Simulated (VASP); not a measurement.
# Si2W (P6_222) in VASP: a series of runs

Si2W is run at these levels: PBEsol; tasks: single point.

All numbers are computed with VASP 6.6.1; they aren't measurements. Logs are shortened: lines on timing, memory, paths and dates and some standing lists are left out, and cuts for length are marked.

**1. The cell of the first run**

It takes space group P6_222 (No. 180, hexagonal). The conventional cell has a = 4.617 Å, b = 4.617 Å, c = 6.653 Å, α = 90.00°, β = 90.00°, γ = 120.00°. Within 3.4 Å of Si (site symmetry 2) lie 9 Si at 2.57 to 3.23 Å and 5 W at 2.59 to 2.69 Å. Within 3.4 Å of W (site symmetry 222) lie 10 Si at 2.59 to 2.69 Å and 4 W at 3.20 Å.

**2. Single point, PBEsol**

Contents of INCAR:

```
  ALGO = Normal
  EDIFF = 1E-6
  ENCUT = 520
  GGA = PS
  ISIF = 2
  ISMEAR = 0
  LASPH = True
  LCHARG = False
  LREAL = False
  LWAVE = False
  NBANDS = 43
  NELM = 60
  PREC = Accurate
  SIGMA = 0.1
```

Contents of KPOINTS:

```
k-points
0
Gamma
  6 6 4
```

Contents of POSCAR:

```
Si2W
1.0
    4.6168523800      0.0000000000      0.0000000000
   -2.3084261900      3.9983114500      0.0000000000
    0.0000000000      0.0000000000      6.6532220000
Si W
6 3
Direct
    0.8363740000      0.6727480000      0.5000000000
    0.1636260000      0.8363740000      0.8333333300
    0.6727480000      0.8363740000      0.1666666700
    0.1636260000      0.3272520000      0.5000000000
    0.8363740000      0.1636260000      0.8333333300
    0.3272520000      0.1636260000      0.1666666700
    0.0000000000      0.5000000000      0.1666666700
    0.5000000000      0.5000000000      0.8333333300
    0.5000000000      0.0000000000      0.5000000000
```

Potentials or basis: VASP PAW PBE potentials, release 64 (Si, W_sv).

Launch:

```console
> cat potpaw_PBE.64/Si/POTCAR potpaw_PBE.64/W_sv/POTCAR > POTCAR
> mpirun -np 1 vasp_std > vasp.out
```

OUTCAR:

```text
EDIFF = 1E-6
   ENCUT = 520
   GGA = PS
   ISIF = 2
   ISMEAR = 0
   LASPH = True
   LREAL = False
   NELM = 60
   PREC = Accurate

 ion  position               nearest neighbor table
   1  0.836  0.673  0.500-   2 2.57   3 2.57   7 2.59   8 2.59   4 2.62   9 2.65   9 2.65   9 2.69
                             4 2.69   4 2.69
   2  0.164  0.836  0.833-   1 2.57   6 2.57   9 2.59   7 2.59   5 2.62   8 2.65   8 2.65   8 2.69
                             5 2.69   5 2.69
   3  0.673  0.836  0.167-   1 2.57   5 2.57   9 2.59   8 2.59   6 2.62   7 2.65   7 2.65   7 2.69
                             6 2.69   6 2.69
   4  0.164  0.327  0.500-   5 2.57   6 2.57   7 2.59   8 2.59   1 2.62   9 2.65   9 2.65   9 2.69
                             1 2.69   1 2.69
   5  0.836  0.164  0.833-   4 2.57   3 2.57   9 2.59   7 2.59   2 2.62   8 2.65   8 2.65   8 2.69
                             2 2.69   2 2.69
   6  0.327  0.164  0.167-   4 2.57   2 2.57   9 2.59   8 2.59   3 2.62   7 2.65   7 2.65   7 2.69
                             3 2.69   3 2.69
   7  0.000  0.500  0.167-   1 2.59   4 2.59   2 2.59   5 2.59   3 2.65   6 2.65   6 2.65   3 2.65
                             3 2.69   6 2.69   9 3.20   9 3.20   8 3.20   8 3.20
   8  0.500  0.500  0.833-   1 2.59   4 2.59   3 2.59   6 2.59   2 2.65   5 2.65   2 2.65   5 2.65
                             5 2.69   2 2.69   9 3.20   9 3.20   7 3.20   7 3.20
   9  0.500  0.000  0.500-   2 2.59   3 2.59   5 2.59   6 2.59   4 2.65   4 2.65   1 2.65   1 2.65
                             4 2.69   1 2.69   7 3.20   8 3.20   8 3.20   7 3.20

  LATTYP: Found a hexagonal cell.
 ALAT       =     4.6168523800
 C/A-ratio  =     1.4410731495

  Lattice vectors:

 A1 = (   4.6168523800,   0.0000000000,   0.0000000000)
 A2 = (  -2.3084261900,   3.9983114500,   0.0000000000)
 A3 = (   0.0000000000,   0.0000000000,   6.6532220000)

Analysis of symmetry for initial positions (statically):
=====================================================================
 Subroutine PRICEL returns:
 Original cell was already a primitive cell.

 Routine SETGRP: Setting up the symmetry group for a
 hexagonal supercell.

 Subroutine GETGRP returns: Found 12 space group operations
 (whereof  4 operations were pure point group operations)
 out of a pool of 24 trial point group operations.

The static configuration has the point symmetry D_2 .
 The point group associated with its full space group is D_6 .

Analysis of symmetry for dynamics (positions and initial velocities):
=====================================================================
 Subroutine PRICEL returns:
 Original cell was already a primitive cell.

 Routine SETGRP: Setting up the symmetry group for a
 hexagonal supercell.

[... 128 lines left out ...]
   EMIN   =  10.00;   EMAX   =-10.00  energy-range for DOS
   EFERMI =   0.00;   METHOD = LEGACY
   ISMEAR =     0;   SIGMA  =   0.10  broadening in eV -4-tet -1-fermi 0-gaus
   EFERMI_NEDOS =   21; number of points for ismear=-14 and -15
   IALGO  =     38    algorithm
   IMIX   =      4    mixing-type and parameters
     AMIX     =   0.40;   BMIX     =  1.00
     AMIX_MAG =   1.60;   BMIX_MAG =  1.00
  volume/ion in A,a.u.               =      13.65        92.09
  Fermi-wavevector in a.u.,A,eV,Ry     =   1.330979  2.515186 24.102797  1.771506
  Thomas-Fermi vector in A             =   2.460025
   LORBIT       =      0    0 simple, 1 ext, 2 COOP (PROOUT), +10 PAW based schemes
   GGA     = PS    functional components
   LHFCALC =     F    Hartree Fock is set to
   AEXX    =    0.0000 exact exchange contribution
   IVDW    =     0    specifies the selected vdW correction
   LEPSILON=     F    determine dielectric tensor
   LRPA    =     F    only Hartree local field effects (RPA)
 non-spin polarized calculation
 Gauss-broadening in eV      SIGMA  =   0.10
  energy-cutoff  :      520.00
  volume of cell :      122.82
 maximum number of plane-waves:      3343
 NGX is ok and might be reduce to    36
   NGX = 17   NGY = 17   NGZ = 25

 number of electron      66.0000007 magnetization

 Free energy of the ion-electron system (eV)
  ---------------------------------------------------
  ext. energy  EPLUGINS =         0.00000000
  ---------------------------------------------------
  free energy    TOTEN  =       -79.26364415 eV

  energy without entropy =      -79.26128133  energy(sigma->0) =      -79.26246274

 E-fermi :  12.2779     XC(G=0): -12.5462

 val. band max:       12.2736367940   @ k =   0.5000   0.0000   0.5000
 cond. band min:      12.2823495566   @ k =   0.5000   0.0000   0.0000
 fundamental gap:      0.0087127626
 Fermi energy:        12.2778609381

 k-point     1 :       0.0000    0.0000    0.0000
  band No.  band energies     occupation
      1     -62.0381      2.00000
      2     -62.0263      2.00000
      3     -62.0263      2.00000
      4     -26.4031      2.00000
      5     -26.3987      2.00000
      6     -26.3987      2.00000
[... 955 lines left out ...]
     42      15.4379      0.00000
     43      15.5945      0.00000

------------------------ aborting loop because EDIFF is reached ----------------------------------------

  FORCE on cell =-STRESS in cart. coord.  units (eV):
  Direction    XX          YY          ZZ          XY          YZ          ZX
  --------------------------------------------------------------------------------------
  -------------------------------------------------------------------------------------
  Total       -4.0730074     -4.0730074     -4.1009506      0.0000000     -0.0000000      0.0000000
  in kB      -53.1338339    -53.1338340    -53.4983630      0.0000000     -0.0000000      0.0000000
  external PRESSURE =     -53.2553436 kB  Pullay stress =       0.0000000 kB

 VOLUME and BASIS-vectors are now :
 -----------------------------------------------------------------------------
  energy-cutoff  :      520.00
  volume of cell :      122.82
      direct lattice vectors                 reciprocal lattice vectors
     4.616852380  0.000000000  0.000000000     0.216597785  0.125052789  0.000000000
    -2.308426190  3.998311450  0.000000000     0.000000000  0.250105579  0.000000000
     0.000000000  0.000000000  6.653222000     0.000000000  0.000000000  0.150303116

 POSITION                                       TOTAL-FORCE (eV/Angst)
 -----------------------------------------------------------------------------------
      2.30843      2.68986      3.32661         0.000000     -0.034430     -0.000000
     -1.17527      3.34408      5.54435         0.029817     -0.017215     -0.000000
      1.17527      3.34408      1.10887        -0.029817     -0.017215     -0.000000
      0.00000      1.30846      3.32661         0.000000      0.034430     -0.000000
      3.48370      0.65423      5.54435        -0.029817      0.017215     -0.000000
      1.13316      0.65423      1.10887         0.029817      0.017215     -0.000000
     -1.15421      1.99916      1.10887         0.000000      0.000000     -0.000000
      1.15421      1.99916      5.54435         0.000000     -0.000000      0.000000
      2.30843      0.00000      3.32661         0.000000      0.000000     -0.000000
 -----------------------------------------------------------------------------------
    total drift:                               -0.000000     -0.000000      0.000036

  FREE ENERGIE OF THE ION-ELECTRON SYSTEM (eV)
  ---------------------------------------------------
  free  energy   TOTEN  =       -79.2636441543 eV

  energy  without entropy=      -79.2612813300  energy(sigma->0) =      -79.26246274
```

Wall time 76 s (1 thread of Intel Xeon Platinum 8488C (Sapphire Rapids), shared host); peak memory 0.28 GiB.

What came out:

```yaml
Free_energy: -79.2636 eV
Pressure: -5.3 GPa
Largest_force: 0.034 eV/Å
Band_gap_on_the_k_mesh: 0.01 eV (least direct gap 0.63 eV)
```

Forces on the atoms (eV/Å):
```
Si   0.000 -0.034  0.000
Si   0.030 -0.017  0.000
Si  -0.030 -0.017  0.000
Si   0.000  0.034  0.000
Si  -0.030  0.017  0.000
Si   0.030  0.017  0.000
W    0.000  0.000  0.000
W    0.000  0.000  0.000
W    0.000  0.000  0.000
```

Levels at points of the mesh, in eV from the valence-band top:
```tsv
k point	band 29	band 30	band 31	band 32	band 33	band 34	band 35	band 36	band 37	band 38
(0.00, 0.00, 0.00)	-3.38	-3.38	-3.03	-2.59	-0.95	2.17	2.17	2.25	2.30	2.57
(0.50, 0.00, 0.00)	-2.44	-2.29	-1.66	-1.19	-0.66	0.01	0.77	0.88	0.96	1.81
(0.00, 0.00, 0.50)	-2.74	-2.74	-2.61	-0.74	-0.74	1.72	1.99	1.99	2.22	2.40
(0.50, 0.00, 0.50)	-3.22	-2.97	-2.10	-1.28	0.00	0.63	1.02	1.23	1.41	1.77
```

Caveat: the cell stands under tension; the PAW data sets were made with another functional, which shifts forces and pressure a little; spin-orbit coupling is left out, which moves the levels of the heavy elements.

**3. Single point, PBEsol**

This run uses another cell than the first one, of 13.31 Å³/atom.

Contents of INCAR:

```
ALGO = Normal
EDIFF = 1E-6
ENCUT = 520
GGA = PS
ISIF = 2
ISMEAR = 0
LASPH = True
LCHARG = False
LREAL = False
LWAVE = False
NBANDS = 43
NELM = 100
PREC = Accurate
SIGMA = 0.1
```

Contents of KPOINTS:

```
k-points
0
Gamma
  9 9 6
```

Contents of POSCAR:

```
Si2W
1.0
    4.5763641409      0.0000000000      0.0000000000
   -2.2881820705      3.9632476030      0.0000000000
    0.0000000000      0.0000000000      6.6042141517
Si W
6 3
Direct
    0.8361964575      0.6723929151      0.5000000000
    0.1638035425      0.8361964575      0.8333333333
    0.6723929151      0.8361964575      0.1666666667
    0.1638035425      0.3276070849      0.5000000000
    0.8361964575      0.1638035425      0.8333333333
    0.3276070849      0.1638035425      0.1666666667
    0.0000000000      0.5000000000      0.1666666667
    0.5000000000      0.5000000000      0.8333333333
    0.5000000000      0.0000000000      0.5000000000
```

Potentials or basis: VASP PAW PBE potentials, release 64 (Si, W_sv).

Launch:

```console
> cat potpaw_PBE.64/Si/POTCAR potpaw_PBE.64/W_sv/POTCAR > POTCAR
> mpirun -np 1 vasp_std > vasp.out
```

It took 2.4 min on 1 thread of Intel Xeon Platinum 8488C (Sapphire Rapids), shared host; peak memory 0.36 GiB.

It converged, with:

- Free energy: -79.3153 eV
- Pressure: 0.3 GPa
- Band gap on the k mesh: 0.14 eV (least direct gap 0.70 eV)

Forces in eV/Å, atoms in the order of the input:
```
Si   0.000  0.003  0.000
Si  -0.002  0.001  0.000
Si   0.002  0.001  0.000
Si   0.000 -0.003  0.000
Si   0.002 -0.001  0.000
Si  -0.002 -0.001  0.000
W    0.000  0.000  0.000
W    0.000  0.000  0.000
W    0.000  0.000  0.000
```

Levels at points of the mesh, in eV from the valence-band top:
| k point | band 31 | band 32 | band 33 | band 34 | band 35 | band 36 |
| --- | --- | --- | --- | --- | --- | --- |
| (0.00, 0.00, 0.00) | -2.99 | -2.56 | -0.94 | 2.27 | 2.27 | 2.40 |
| (0.00, 0.00, 0.50) | -2.54 | -0.71 | -0.71 | 1.85 | 2.19 | 2.19 |

Caveat: the PAW data sets were made with another functional, which shifts forces and pressure a little; spin-orbit coupling is left out, which moves the levels of the heavy elements.

**4. Single point, PBEsol**

This run uses another cell than the first one, of 13.31 Å³/atom.

Contents of INCAR:

```
SYSTEM = Si2W
PREC = Accurate
ENCUT = 520
EDIFF = 1E-6
ISMEAR = 0
SIGMA = 0.01
LREAL = .False.
LASPH = .True.
NELM = 60
ALGO = Normal
ISIF = 2
LWAVE = .False.
LCHARG = .False.
GGA = PS
NBANDS = 43
```

Contents of KPOINTS:

```
Automatic mesh
0
Gamma
  9 9 6
  0 0 0
```

POSCAR is that of step 3.

Launch:

```console
> cat potpaw_PBE.64/Si/POTCAR potpaw_PBE.64/W_sv/POTCAR > POTCAR
> mpirun -np 1 vasp_std > vasp.out
```

Run time: 2.5 min. Hardware: 1 thread of Intel Xeon Platinum 8488C (Sapphire Rapids), shared host; peak memory 0.35 GiB.

The run converged. Its results:

```yaml
Free_energy: -79.3150 eV
Pressure: 0.3 GPa
Band_gap_on_the_k_mesh: 0.14 eV (least direct gap 0.70 eV)
```

Forces on the atoms (eV/Å):
```
Si   0.000  0.002  0.000
Si  -0.002  0.001  0.000
Si   0.002  0.001  0.000
Si   0.000 -0.002  0.000
Si   0.002 -0.001  0.000
Si  -0.002 -0.001  0.000
W    0.000  0.000  0.000
W    0.000  0.000  0.000
W    0.000  0.000  0.000
```

Levels at points of the mesh, in eV from the valence-band top:
| k point | band 29 | band 30 | band 31 | band 32 | band 33 | band 34 | band 35 | band 36 | band 37 | band 38 |
| --- | --- | --- | --- | --- | --- | --- | --- | --- | --- | --- |
| (0.00, 0.00, 0.00) | -3.36 | -3.36 | -2.99 | -2.56 | -0.94 | 2.27 | 2.27 | 2.40 | 2.53 | 2.69 |
| (0.00, 0.00, 0.50) | -2.70 | -2.70 | -2.54 | -0.71 | -0.71 | 1.85 | 2.19 | 2.19 | 2.40 | 2.48 |

Caveat: the PAW data sets were made with another functional, which shifts forces and pressure a little; spin-orbit coupling is left out, which moves the levels of the heavy elements. A k mesh can miss the band edges.

**5. Overview**

```csv
cell,k mesh,smearing,gap on the mesh (eV),pressure (GPa)
"a = 4.617, b = 4.617, c = 6.653 Å, angles 90.0, 90.0, 120.0°, 9 atoms, atomic positions A",6 × 6 × 4,gaussian 0.1 eV,0.01,-5.3
"a = 4.576, b = 4.576, c = 6.604 Å, angles 90.0, 90.0, 120.0°, 9 atoms, atomic positions B",9 × 9 × 6,gaussian 0.1 eV,0.14,0.3
"a = 4.576, b = 4.576, c = 6.604 Å, angles 90.0, 90.0, 120.0°, 9 atoms, atomic positions B",9 × 9 × 6,gaussian 0.01 eV,0.14,0.3
```

Alike in all rows: task single point; level PBEsol; potentials or basis VASP PAW PBE potentials, release 64 (Si, W_sv); no spin polarisation; cutoff (eV) 520.

Caveats: the PAW data sets were made with another functional, which shifts forces and pressure a little; spin-orbit coupling is left out, which moves the levels of the heavy elements; the cell stands under tension (at least some runs).

Absolute energies hang on the potentials; compare differences alone.
